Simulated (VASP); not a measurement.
La2O3: single point with PBEsol

Crystal: La2O3.

```
CELL_PARAMETERS angstrom
6.26678 0.00000 0.00000
-3.13339 5.42719 0.00000
0.00000 0.00000 3.29977
ATOMIC_POSITIONS crystal
La 0.66667 0.33333 0.50000
La 0.33333 0.66667 0.50000
O 0.50801 0.00000 0.00000
O 0.00000 0.50801 0.00000
O 0.49199 0.49199 0.00000
```

| Quantity | Value |
| --- | --- |
| Program | VASP 6.6.1 |
| Task | single point |
| Functional | PBEsol |
| Potentials or basis | VASP PAW PBE potentials, release 64 (La, O) |
| Cutoff | 520 eV |
| k mesh | 5 × 5 × 8 |
| Occupations | fermi-dirac, width 0.05 eV |
| Spin | no spin polarisation |

The pressure is -1.2 GPa and the largest force is 0.062 eV/Å. The band gap on the k mesh is 1.46 eV (least direct gap 1.98 eV).

Forces on the atoms (eV/Å):
```
La   0.000  0.000  0.000
La   0.000  0.000  0.000
O   -0.062  0.000  0.000
O    0.031 -0.054  0.000
O    0.031  0.054  0.000
```

Stress tensor (GPa, compression positive):
```
 0.07  0.00  0.00
 0.00  0.07  0.00
 0.00  0.00 -3.77
```

Levels at points of the mesh, in eV from the valence-band top:
```
           k point  band 18  band 19  band 20  band 21  band 22  band 23
(0.00, 0.00, 0.00)    -1.03    -0.73    -0.51     1.46     3.50     4.01
(0.00, 0.00, 0.50)    -1.20    -0.34     0.00     4.34     4.37     4.39
```

Wall time 74 s on 1 thread of Intel(R) Xeon(R) 6975P-C (Granite Rapids), on a shared host, peak memory 0.28 GiB.

Caveat: the PAW data sets were made with another functional, which shifts forces and pressure a little; spin-orbit coupling is left out, which moves the levels of the heavy elements; an odd mesh through Γ misses points on the zone boundary, where band edges can lie.
